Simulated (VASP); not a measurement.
# WSe2 (P6_3/mmc) in VASP: further runs

The runs below take WSe2 through single point, with r2SCAN.

Program: VASP 6.6.1. These are calculated values, not measurements. Logs are shortened: lines on timing, memory, paths and dates and some standing lists are left out, and cuts for length are marked.

### Step 1. The cell of the first run

It takes space group P6_3/mmc (No. 194, hexagonal). Conventional cell: a = 3.366 Å, b = 3.366 Å, c = 13.412 Å, α = 90.00°, β = 90.00°, γ = 120.00°. W (site symmetry -6m2) has 6 Se at 2.55 Å and 6 W at 3.37 Å within 3.4 Å. Within 3.4 Å of Se (site symmetry 3m) lie 3 W at 2.55 Å and 7 Se at 3.29 to 3.37 Å.

### Step 2. Single point, r2SCAN (strain +2.0%)

The input, POSCAR:

```
WSe2
1.0
    3.3656607951      0.0000000000      0.0000000000
   -1.6828303975      2.9147477491      0.0000000000
    0.0000000000      0.0000000000     13.4116749259
W Se
2 4
Direct
    0.3333333333      0.6666666667      0.2500000000
    0.6666666667      0.3333333333      0.7500000000
    0.6666666667      0.3333333333      0.3726634807
    0.6666666667      0.3333333333      0.1273365193
    0.3333333333      0.6666666667      0.8726634807
    0.3333333333      0.6666666667      0.6273365193
```

The input, INCAR.step1:

```
SYSTEM = WSe2
  PREC = Accurate
  ENCUT = 520
  ISMEAR = 0
  SIGMA = 0.01
  LREAL = .FALSE.
  LASPH = .TRUE.
  NELM = 100
  NBANDS = 35
  GGA = PE
  ALGO = Normal
  EDIFF = 1E-4
  LWAVE = .TRUE.
  LCHARG = .FALSE.
```

The input, INCAR.step2:

```
SYSTEM = WSe2
  PREC = Accurate
  ENCUT = 520
  EDIFF = 1E-6
  ISMEAR = 0
  SIGMA = 0.01
  LREAL = .FALSE.
  LASPH = .TRUE.
  NELM = 100
  ALGO = Normal
  ISIF = 2
  LWAVE = .FALSE.
  LCHARG = .FALSE.
  METAGGA = R2SCAN
  LMIXTAU = .TRUE.
  NBANDS = 35
  ISTART = 1
```

The input, KPOINTS:

```
regular mesh
0
G
  12 12 2
  0 0 0
```

Potentials or basis: VASP PAW PBE potentials, release 64 (W_sv, Se).

Run with:

```console
$ cat potpaw_PBE.64/W_sv/POTCAR potpaw_PBE.64/Se/POTCAR > POTCAR
$ cp INCAR.step1 INCAR
$ mpirun -np 1 vasp_std > vasp.out
$ cp INCAR.step2 INCAR
$ mpirun -np 1 vasp_std > vasp.out
```

OUTCAR:

```text
SYSTEM = WSe2
   PREC = Accurate
   ENCUT = 520
   EDIFF = 1E-6
   ISMEAR = 0
   LREAL = .FALSE.
   LASPH = .TRUE.
   NELM = 100
   ISIF = 2
   METAGGA = R2SCAN
   ISTART = 1

 ion  position               nearest neighbor table
   1  0.333  0.667  0.250-   3 2.55   4 2.55   3 2.55   4 2.55   3 2.55   4 2.55
   2  0.667  0.333  0.750-   5 2.55   6 2.55   5 2.55   6 2.55   5 2.55   6 2.55
   3  0.667  0.333  0.373-   1 2.55   1 2.55   1 2.55
   4  0.667  0.333  0.127-   1 2.55   1 2.55   1 2.55
   5  0.333  0.667  0.873-   2 2.55   2 2.55   2 2.55
   6  0.333  0.667  0.627-   2 2.55   2 2.55   2 2.55

  LATTYP: Found a hexagonal cell.
 ALAT       =     3.3656607951
 C/A-ratio  =     3.9848563900

  Lattice vectors:

 A1 = (   3.3656607951,   0.0000000000,   0.0000000000)
 A2 = (  -1.6828303975,   2.9147477491,   0.0000000000)
 A3 = (   0.0000000000,   0.0000000000,  13.4116749259)

Analysis of symmetry for initial positions (statically):
=====================================================================
 Subroutine PRICEL returns:
 Original cell was already a primitive cell.

 Routine SETGRP: Setting up the symmetry group for a
 hexagonal supercell.

 Subroutine GETGRP returns: Found 24 space group operations
 (whereof 12 operations were pure point group operations)
 out of a pool of 24 trial point group operations.

The static configuration has the point symmetry D_3d.
 The point group associated with its full space group is D_6h.

Analysis of symmetry for dynamics (positions and initial velocities):
=====================================================================
 Subroutine PRICEL returns:
 Original cell was already a primitive cell.

 Routine SETGRP: Setting up the symmetry group for a
 hexagonal supercell.

 Subroutine GETGRP returns: Found 24 space group operations
 (whereof 12 operations were pure point group operations)
 out of a pool of 24 trial point group operations.

The dynamic configuration has the point symmetry D_3d.
 The point group associated with its full space group is D_6h.

 Subroutine INISYM returns: Found 24 space group operations
 (whereof 12 operations are pure point group operations),
 and found     1 'primitive' translations

----------------------------------------------------------------------------------------

                                     Primitive cell

  volume of cell :     131.5692

  direct lattice vectors                    reciprocal lattice vectors
     3.365660795  0.000000000  0.000000000     0.297118474  0.171541431  0.000000000
    -1.682830398  2.914747749  0.000000000     0.000000000  0.343082862  0.000000000
     0.000000000  0.000000000 13.411674926     0.000000000  0.000000000  0.074561903

  length of vectors
     3.365660795  3.365660795 13.411674926     0.343082862  0.343082862  0.074561903

  position of ions in fractional coordinates (direct lattice)
     0.333333333  0.666666667  0.250000000
     0.666666667  0.333333333  0.750000000
     0.666666667  0.333333333  0.372663481
     0.666666667  0.333333333  0.127336519
     0.333333333  0.666666667  0.872663481
     0.333333333  0.666666667  0.627336519

  ion indices of the primitive-cell ions
   primitive index   ion index
                 1           1
                 2           2
                 3           3
                 4           4
                 5           5
                 6           6

----------------------------------------------------------------------------------------

 KPOINTS: regular mesh

Automatic generation of k-mesh.
 Grid dimensions read from file:
 generate k-points for:   12   12    2

 Generating k-lattice:

  Cartesian coordinates                     Fractional coordinates (reciprocal lattice)
     0.024759873  0.014295119  0.000000000     0.083333333  0.000000000  0.000000000
     0.000000000  0.028590239  0.000000000     0.000000000  0.083333333  0.000000000
     0.000000000  0.000000000  0.037280951     0.000000000  0.000000000  0.500000000

  Length of vectors
     0.028590239  0.028590239  0.037280951

  Shift w.r.t. Gamma in fractional coordinates (k-lattice)
     0.000000000  0.000000000  0.000000000

 Subroutine IBZKPT returns following result:
 ===========================================

 Found     38 irreducible k-points:

 Following reciprocal coordinates:
            Coordinates               Weight
  0.000000  0.000000  0.000000      1.000000
  0.083333 -0.000000  0.000000      6.000000
  0.166667 -0.000000  0.000000      6.000000
  0.250000 -0.000000  0.000000      6.000000
  0.333333  0.000000  0.000000      6.000000
  0.416667 -0.000000  0.000000      6.000000
[... 16 lines left out ...]
  0.250000 -0.000000  0.500000      6.000000
  0.333333  0.000000  0.500000      6.000000
 [... further k-points ...]
   k-points           NKPTS =     38   k-points in BZ     NKDIM =     38   number of bands    NBANDS=     35
   number of dos      NEDOS =    301   number of ions     NIONS =      6
   total plane-waves  NPLWV =  78400
   dimension x,y,z NGX =    28 NGY =   28 NGZ =  100
   dimension x,y,z NGXF=    56 NGYF=   56 NGZF=  200
   ions per type =               2   4
   NGX,Y,Z   is equivalent  to a cutoff of  13.83, 13.83, 12.40 a.u.
   NGXF,Y,Z  is equivalent  to a cutoff of  27.66, 27.66, 24.79 a.u.
 SYSTEM =  WSe2
   PREC   = accura    normal or accurate (medium, high low for compatibility)
   ISTART =      1    job   : 0-new  1-cont  2-samecut
   ICHARG =      0    charge: 1-file 2-atom 10-const
   ISPIN  =      1    spin polarized calculation?
   LNONCOLLINEAR =      F non collinear calculations
   LSORBIT =      F    spin-orbit coupling
   LASPH  =      T    aspherical Exc in radial PAW
   ENCUT  =  520.0 eV  38.22 Ry    6.18 a.u.   6.26  6.26 24.94*2*pi/ulx,y,z
   NELM   =    100;   NELMIN=  2; NELMDL=  0     # of ELM steps
   EDIFF  = 0.1E-05   stopping-criterion for ELM
   LREAL  =      F    real-space projection
   EDIFFG = 0.1E-04   stopping-criterion for IOM
   NSW    =      0    number of steps for IOM
   IBRION =     -1    ionic relax: 0-MD 1-quasi-New 2-CG
   NFREE  =      0    steps in history (QN), initial steepest desc. (CG)
   ISIF   =      2    stress and relaxation
   ISYM   =      2    0-nonsym 1-usesym 2-fastsym
   POTIM  = 0.5000    time-step for ionic-motion
   TEBEG  =    0.0;   TEEND  =   0.0 temperature during run
   PSTRESS=    0.0 pullay stress
   NELECT =      52.0000    total number of electrons
   NUPDOWN=      -1.0000    fix difference up-down
   EMIN   =  10.00;   EMAX   =-10.00  energy-range for DOS
   EFERMI =   0.00;   METHOD = LEGACY
   ISMEAR =     0;   SIGMA  =   0.01  broadening in eV -4-tet -1-fermi 0-gaus
   EFERMI_NEDOS =   21; number of points for ismear=-14 and -15
   IALGO  =     38    algorithm
   IMIX   =      4    mixing-type and parameters
     AMIX     =   0.40;   BMIX     =  1.00
     AMIX_MAG =   1.60;   BMIX_MAG =  1.00
  volume/ion in A,a.u.               =      21.93       147.98
  Fermi-wavevector in a.u.,A,eV,Ry     =   1.201410  2.270335 19.638452  1.443385
  Thomas-Fermi vector in A             =   2.337219
   LORBIT       =      0    0 simple, 1 ext, 2 COOP (PROOUT), +10 PAW based schemes
   METAGGA = R2SCAN    functional components
   LHFCALC =     F    Hartree Fock is set to
   AEXX    =    0.0000 exact exchange contribution
   IVDW    =     0    specifies the selected vdW correction
   LEPSILON=     F    determine dielectric tensor
   LRPA    =     F    only Hartree local field effects (RPA)
 non-spin polarized calculation
 Gauss-broadening in eV      SIGMA  =   0.01
  energy-cutoff  :      520.00
  volume of cell :      131.57
 maximum number of plane-waves:      3578
 NGX is ok and might be reduce to    28
   NGX = 13   NGY = 13   NGZ = 49

 number of electron      52.0000001 magnetization

 Free energy of the ion-electron system (eV)
  ---------------------------------------------------
  ext. energy  EPLUGINS =         0.00000000
  ---------------------------------------------------
  free energy    TOTEN  =      -163.55404088 eV

  energy without entropy =     -163.55404088  energy(sigma->0) =     -163.55404088

 E-fermi :   5.4225     XC(G=0): -10.8954

 val. band max:        5.2978572684   @ k =   0.0000   0.0000   0.0000
 cond. band min:       6.3531993699   @ k =   0.3333   0.3333   0.0000
 fundamental gap:      1.0553421015
 Fermi energy:         5.4225192125

 k-point     1 :       0.0000    0.0000    0.0000
  band No.  band energies     occupation
      1     -71.1524      2.00000
      2     -71.1524      2.00000
      3     -34.6953      2.00000
      4     -34.6953      2.00000
      5     -34.6404      2.00000
      6     -34.6404      2.00000
[... 27 lines left out ...]
     34       8.1335      0.00000
     35       9.8230      0.00000

 k-point     2 :       0.0833   -0.0000    0.0000
  band No.  band energies     occupation
      1     -71.1518      2.00000
      2     -71.1518      2.00000
      3     -34.6928      2.00000
      4     -34.6927      2.00000
      5     -34.6537      2.00000
      6     -34.6537      2.00000
[... 27 lines left out ...]
     34       8.0680      0.00000
     35      10.3989      0.00000

 k-point     3 :       0.1667   -0.0000    0.0000
  band No.  band energies     occupation
      1     -71.1503      2.00000
      2     -71.1503      2.00000
      3     -34.6900      2.00000
      4     -34.6900      2.00000
      5     -34.6857      2.00000
      6     -34.6857      2.00000
[... 27 lines left out ...]
     34       8.5206      0.00000
     35      11.3656      0.00000
[... 723 lines left out ...]
 k-point    23 :       0.2500   -0.0000    0.5000
  band No.  band energies     occupation
      1     -71.1481      2.00000
      2     -71.1481      2.00000
      3     -34.7391      2.00000
      4     -34.7391      2.00000
      5     -34.6760      2.00000
      6     -34.6760      2.00000
[... 27 lines left out ...]
     34       8.9051      0.00000
     35      11.9732      0.00000

 k-point    24 :       0.3333    0.0000    0.5000
  band No.  band energies     occupation
      1     -71.1460      2.00000
      2     -71.1460      2.00000
      3     -34.7877      2.00000
      4     -34.7877      2.00000
      5     -34.6753      2.00000
      6     -34.6753      2.00000
[... 27 lines left out ...]
     34       9.2236      0.00000
     35      11.2060      0.00000

 [... further k-points ...]

------------------------ aborting loop because EDIFF is reached ----------------------------------------

  FORCE on cell =-STRESS in cart. coord.  units (eV):
  Direction    XX          YY          ZZ          XY          YZ          ZX
  --------------------------------------------------------------------------------------
  -------------------------------------------------------------------------------------
  Total       -2.5146501     -2.5146501      0.3336116     -0.0000000     -0.0000000     -0.0000000
  in kB      -30.6220186    -30.6220186      4.0625380     -0.0000000     -0.0000000     -0.0000000
  external PRESSURE =     -19.0604997 kB  Pullay stress =       0.0000000 kB

 VOLUME and BASIS-vectors are now :
 -----------------------------------------------------------------------------
  energy-cutoff  :      520.00
  volume of cell :      131.57
      direct lattice vectors                 reciprocal lattice vectors
     3.365660795  0.000000000  0.000000000     0.297118474  0.171541431  0.000000000
    -1.682830398  2.914747749  0.000000000     0.000000000  0.343082862  0.000000000
     0.000000000  0.000000000 13.411674926     0.000000000  0.000000000  0.074561903

 POSITION                                       TOTAL-FORCE (eV/Angst)
 -----------------------------------------------------------------------------------
     -0.00000      1.94317      3.35292        -0.000000      0.000000      0.000000
      1.68283      0.97158     10.05876         0.000000     -0.000000      0.000000
      1.68283      0.97158      4.99804         0.000000      0.000000      0.005904
      1.68283      0.97158      1.70780        -0.000000      0.000000     -0.005904
     -0.00000      1.94317     11.70388         0.000000     -0.000000      0.005904
     -0.00000      1.94317      8.41363         0.000000     -0.000000     -0.005904
 -----------------------------------------------------------------------------------
    total drift:                                0.000000     -0.000000      0.000000

  FREE ENERGIE OF THE ION-ELECTRON SYSTEM (eV)
  ---------------------------------------------------
  free  energy   TOTEN  =      -163.5540408766 eV

  energy  without entropy=     -163.5540408766  energy(sigma->0) =     -163.55404088
```

Run time: 21 min. Hardware: 1 thread of Intel Xeon 8259CL, shared host; peak memory 0.39 GiB.

Results:

| Quantity | Value |
| --- | --- |
| Free energy | -163.5540 eV |
| Pressure | -1.9 GPa |
| Largest force | 0.006 eV/Å |
| Band gap on the k mesh | 1.06 eV (least direct gap 1.40 eV) |

Forces in eV/Å, atoms in the order of the input:
```
W    0.000  0.000  0.000
W    0.000  0.000  0.000
Se   0.000  0.000  0.006
Se   0.000  0.000 -0.006
Se   0.000  0.000  0.006
Se   0.000  0.000 -0.006
```

Stress tensor (GPa, compression positive):
```
-3.06  0.00  0.00
 0.00 -3.06  0.00
 0.00  0.00  0.41
```

Levels at points of the mesh, in eV from the valence-band top:
| k point | band 23 | band 24 | band 25 | band 26 | band 27 | band 28 | band 29 | band 30 |
| --- | --- | --- | --- | --- | --- | --- | --- | --- |
| (0.00, 0.00, 0.00) | -1.88 | -1.34 | -0.84 | 0.00 | 2.54 | 2.54 | 2.57 | 2.57 |
| (0.50, 0.00, 0.00) | -1.71 | -1.57 | -1.43 | -1.31 | 1.91 | 1.94 | 2.26 | 2.40 |
| (0.00, 0.00, 0.50) | -1.90 | -1.90 | -0.22 | -0.22 | 2.55 | 2.55 | 2.55 | 2.55 |
| (0.50, 0.00, 0.50) | -1.64 | -1.64 | -1.36 | -1.36 | 1.92 | 1.92 | 2.34 | 2.34 |

Caveat: the cell differs from its parent crystal (strain +2.0%); the PAW data sets were made with another functional, which shifts forces and pressure a little; spin-orbit coupling is left out, which moves the levels of the heavy elements.

(Part 1 of 2 ends here.)
